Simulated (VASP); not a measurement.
# KBr in VASP: notebook, part 2 of 2

VASP 6.6.1. Earlier steps stand in the parts before.

**6. Single point, PBEsol (strain -0.080 along x and y, -0.040 along z)**

INCAR

```
  ALGO = Normal
  EDIFF = 1E-6
  ENCUT = 520
  GGA = PS
  ISIF = 2
  ISMEAR = 0
  LASPH = T
  LCHARG = F
  LREAL = F
  LWAVE = F
  NBANDS = 15
  NELM = 100
  PREC = Accurate
  SIGMA = 0.05
```

KPOINTS

```
k-points
0
Gamma
  6 6 6
```

POSCAR

```
KBr
1.0
    0.0000000000      3.0128882984      3.1438834418
    3.0128882984      0.0000000000      3.1438834418
    3.0128882984      3.0128882984      0.0000000000
K Br
1 1
Direct
    0.0000000000      0.0000000000      0.0000000000
    0.5000000000      0.5000000000      0.5000000000
```

Potentials or basis: VASP PAW PBE potentials, release 64 (K_sv, Br).

Launch:

```console
$ cat potpaw_PBE.64/K_sv/POTCAR potpaw_PBE.64/Br/POTCAR > POTCAR
$ mpirun -np 1 vasp_std > vasp.out
```

OUTCAR:

```text
EDIFF = 1E-6
   ENCUT = 520
   GGA = PS
   ISIF = 2
   ISMEAR = 0
   LASPH = T
   LREAL = F
   NELM = 100
   PREC = Accurate

 ion  position               nearest neighbor table
   1  0.000  0.000  0.000-   2 3.01   2 3.01   2 3.01   2 3.01   2 3.14   2 3.14
   2  0.500  0.500  0.500-   1 3.01   1 3.01   1 3.01   1 3.01   1 3.14   1 3.14

  LATTYP: Found a body centered tetragonal cell.
 ALAT       =     4.2608674935
 C/A-ratio  =     1.4757011086

  Lattice vectors:

 A1 = (  -3.0128882984,   0.0000000000,   3.1438834418)
 A2 = (   3.0128882984,   0.0000000000,   3.1438834418)
 A3 = (   0.0000000000,   3.0128882984,  -3.1438834418)

Analysis of symmetry for initial positions (statically):
=====================================================================
 Subroutine PRICEL returns:
 Original cell was already a primitive cell.

 Routine SETGRP: Setting up the symmetry group for a
 body centered tetragonal supercell.

 Subroutine GETGRP returns: Found 16 space group operations
 (whereof 16 operations were pure point group operations)
 out of a pool of 16 trial point group operations.

The static configuration has the point symmetry D_4h.

Analysis of symmetry for dynamics (positions and initial velocities):
=====================================================================
 Subroutine PRICEL returns:
 Original cell was already a primitive cell.

 Routine SETGRP: Setting up the symmetry group for a
 body centered tetragonal supercell.

 Subroutine GETGRP returns: Found 16 space group operations
 (whereof 16 operations were pure point group operations)
 out of a pool of 16 trial point group operations.

The dynamic configuration has the point symmetry D_4h.

 Subroutine INISYM returns: Found 16 space group operations
 (whereof 16 operations are pure point group operations),
 and found     1 'primitive' translations

----------------------------------------------------------------------------------------

                                     Primitive cell

  volume of cell :      57.0772

[... 118 lines left out ...]
   LRPA    =     F    only Hartree local field effects (RPA)
 non-spin polarized calculation
 Gauss-broadening in eV      SIGMA  =   0.05
  energy-cutoff  :      520.00
  volume of cell :       57.08
 maximum number of plane-waves:      1548
   NGX = 17   NGY = 17   NGZ = 15

 number of electron      16.0000001 magnetization

 Free energy of the ion-electron system (eV)
  ---------------------------------------------------
  ext. energy  EPLUGINS =         0.00000000
  ---------------------------------------------------
  free energy    TOTEN  =        -6.25308626 eV

  energy without entropy =       -6.25308626  energy(sigma->0) =       -6.25308626

 E-fermi :  -0.4611     XC(G=0):  -8.5486

 val. band max:       -0.7098749774   @ k =   0.0000   0.0000   0.0000
 cond. band min:       4.1853056598   @ k =   0.0000   0.0000   0.0000
 fundamental gap:      4.8951806371
 Fermi energy:        -0.4610756838

 k-point     1 :       0.0000    0.0000    0.0000
  band No.  band energies     occupation
      1     -27.9538      2.00000
      2     -13.4092      2.00000
      3     -11.5299      2.00000
      4     -11.5299      2.00000
      5     -11.5035      2.00000
      6      -0.7913      2.00000
      7      -0.7099      2.00000
      8      -0.7099      2.00000
      9       4.1853      0.00000
     10       6.4751      0.00000
     11       6.8022      0.00000
     12       6.8022      0.00000
     13       7.6148      0.00000
     14       7.8128      0.00000
[... 401 lines left out ...]
      2     -13.3742      2.00000
      3     -11.6870      2.00000
      4     -11.5921      2.00000
      5     -11.4895      2.00000
      6      -1.8277      2.00000
      7      -1.3627      2.00000
      8      -1.1896      2.00000
      9       5.1389      0.00000
     10       7.5193      0.00000
     11       8.9067      0.00000
     12       9.2192      0.00000
     13       9.9158      0.00000
     14      10.3273      0.00000
     15      11.2564      0.00000

 [... further k-points ...]

------------------------ aborting loop because EDIFF is reached ----------------------------------------

  FORCE on cell =-STRESS in cart. coord.  units (eV):
  Direction    XX          YY          ZZ          XY          YZ          ZX
  --------------------------------------------------------------------------------------
  -------------------------------------------------------------------------------------
  Total        2.4460583      2.4460583      1.1855279      0.0000000      0.0000000     -0.0000000
  in kB       68.6617532     68.6617532     33.2782018      0.0000000      0.0000000     -0.0000000
  external PRESSURE =      56.8672361 kB  Pullay stress =       0.0000000 kB

 VOLUME and BASIS-vectors are now :
 -----------------------------------------------------------------------------
  energy-cutoff  :      520.00
  volume of cell :       57.08
      direct lattice vectors                 reciprocal lattice vectors
     0.000000000  3.012888298  3.143883442    -0.165953713  0.165953713  0.159038975
     3.012888298  0.000000000  3.143883442     0.165953713 -0.165953713  0.159038975
     3.012888298  3.012888298  0.000000000     0.165953713  0.165953713 -0.159038975

 POSITION                                       TOTAL-FORCE (eV/Angst)
 -----------------------------------------------------------------------------------
      0.00000      0.00000      0.00000         0.000000      0.000000      0.000000
      3.01289      3.01289      3.14388        -0.000000      0.000000     -0.000000
 -----------------------------------------------------------------------------------
    total drift:                                0.000000     -0.000000     -0.000000

  FREE ENERGIE OF THE ION-ELECTRON SYSTEM (eV)
  ---------------------------------------------------
  free  energy   TOTEN  =        -6.2530862582 eV

  energy  without entropy=       -6.2530862582  energy(sigma->0) =       -6.25308626
```

stdout:

```text
POSCAR found type information on POSCAR K Br
 POSCAR found :  2 types and       2 ions
 scaLAPACK will be used
 -----------------------------------------------------------------------------
|                                                                             |
|                                                                             |
|     You enforced a specific xc type in the INCAR file but a different       |
|     I HOPE YOU KNOW WHAT YOU ARE DOING!                                     |
|                                                                             |
 -----------------------------------------------------------------------------

 LDA part: xc-table for (Slater+PW92), standard interpolation
 POSCAR, INCAR and KPOINTS ok, starting setup
 FFT: planning ... GRIDC
 FFT: planning ... GRID_SOFT
 FFT: planning ... GRID
 WAVECAR not read
 entering main loop
```

Run time: 34 s. Hardware: 1 thread of AMD EPYC 7R13, shared host; peak memory 0.16 GiB.

What came out:

* Free energy: -6.2531 eV
* Pressure: 5.7 GPa
* Band gap on the k mesh: 4.90 eV

Stress tensor (GPa, compression positive):
```
6.87 0.00 0.00
0.00 6.87 0.00
0.00 0.00 3.33
```

Levels at points of the mesh, in eV from the valence-band top:
```tsv
k point	band 5	band 6	band 7	band 8	band 9	band 10	band 11	band 12
(0.00, 0.00, 0.00)	-10.79	-0.08	0.00	0.00	4.90	7.19	7.51	7.51
(0.50, 0.00, 0.00)	-10.37	-1.80	-0.64	-0.62	6.83	8.84	10.22	10.24
(0.50, 0.50, 0.00)	-10.90	-1.19	-0.33	-0.33	5.32	7.93	9.51	10.42
(0.50, 0.00, 0.50)	-10.88	-1.05	-0.45	-0.41	5.27	7.92	9.65	10.46
```

Caveat: the cell differs from its parent crystal (strain -0.080 along x and y, -0.040 along z); the cell stands under pressure; the PAW data sets were made with another functional, which shifts forces and pressure a little.

**7. Single point, PBEsol (strain -0.040 along x and y, +0.000 along z)**

INCAR

```
PREC     = Accurate       # precision mode
ENCUT    = 520            # plane-wave cutoff, eV
EDIFF    = 1E-7           # SCF threshold, eV
ISMEAR   = 0              # smearing method
SIGMA    = 0.05           # smearing width, eV
LREAL    = False          # projectors in reciprocal space
LASPH    = True           # aspherical terms in the spheres
NELM     = 60             # most SCF steps
ALGO     = Normal         # electronic algorithm
ISIF     = 2              # what is computed and relaxed
LWAVE    = False          # write WAVECAR
LCHARG   = False          # write CHGCAR
GGA      = PS             # functional
NBANDS   = 15             # bands
```

KPOINTS

```
Automatic mesh
0
Gamma
  6 6 6
```

POSCAR

```
KBr
1.0
    0.0000000000      3.1438834418      3.2748785852
    3.1438834418      0.0000000000      3.2748785852
    3.1438834418      3.1438834418      0.0000000000
K Br
1 1
Direct
    0.0000000000      0.0000000000      0.0000000000
    0.5000000000      0.5000000000      0.5000000000
```

Launch:

```console
$ cat potpaw_PBE.64/K_sv/POTCAR potpaw_PBE.64/Br/POTCAR > POTCAR
$ mpirun -np 1 vasp_std > vasp.out
```

It took 38 s on 1 thread of AMD EPYC 7R13, shared host; peak memory 0.18 GiB.

It converged, with:

```yaml
Free_energy: -6.4219 eV
Pressure: 1.7 GPa
Band_gap_on_the_k_mesh: 4.53 eV
```

Stress tensor (GPa, compression positive):
```
2.37 0.00 0.00
0.00 2.37 0.00
0.00 0.00 0.47
```

Levels at points of the mesh, in eV from the valence-band top:
```tsv
k point	band 4	band 5	band 6	band 7	band 8	band 9	band 10	band 11	band 12	band 13
(0.00, 0.00, 0.00)	-10.98	-10.97	-0.04	0.00	0.00	4.53	7.31	7.60	7.60	8.33
(0.50, 0.00, 0.00)	-10.98	-10.66	-1.46	-0.46	-0.45	6.62	8.47	9.97	9.97	10.12
(0.50, 0.50, 0.00)	-11.03	-11.03	-1.01	-0.29	-0.29	5.60	7.44	9.40	9.77	9.99
(0.50, 0.00, 0.50)	-11.05	-11.02	-0.93	-0.37	-0.36	5.56	7.46	9.51	9.97	10.01
```

Caveat: the cell differs from its parent crystal (strain -0.040 along x and y, +0.000 along z); the PAW data sets were made with another functional, which shifts forces and pressure a little.

**8. Overview**

| cell | gap on the mesh (eV) | pressure (GPa) |
| --- | --- | --- |
| a = 4.261 Å, angles 60.0°, 2 atoms | 5.09 | 7.4 |
| a = 4.446 Å, angles 60.0°, 2 atoms | 4.67 | 2.7 |
| a = 4.817 Å, angles 60.0°, 2 atoms | 4.06 | -1.3 |
| a = 5.002 Å, angles 60.0°, 2 atoms | 3.84 | -2.0 |
| a = 4.354, b = 4.354, c = 4.261 Å, angles 60.7, 60.7, 58.6°, 2 atoms | 4.90 | 5.7 |
| a = 4.540, b = 4.540, c = 4.446 Å, angles 60.7, 60.7, 58.6°, 2 atoms | 4.53 | 1.7 |

Alike in all rows: task single point; level PBEsol; potentials or basis VASP PAW PBE potentials, release 64 (K_sv, Br); no spin polarisation; k mesh 6 × 6 × 6; cutoff (eV) 520; smearing gaussian 0.05 eV.

Caveats: the PAW data sets were made with another functional, which shifts forces and pressure a little; the cell stands under pressure (at least some runs).

Total energies depend on the potentials used, so only differences within one code and one set of settings carry meaning.
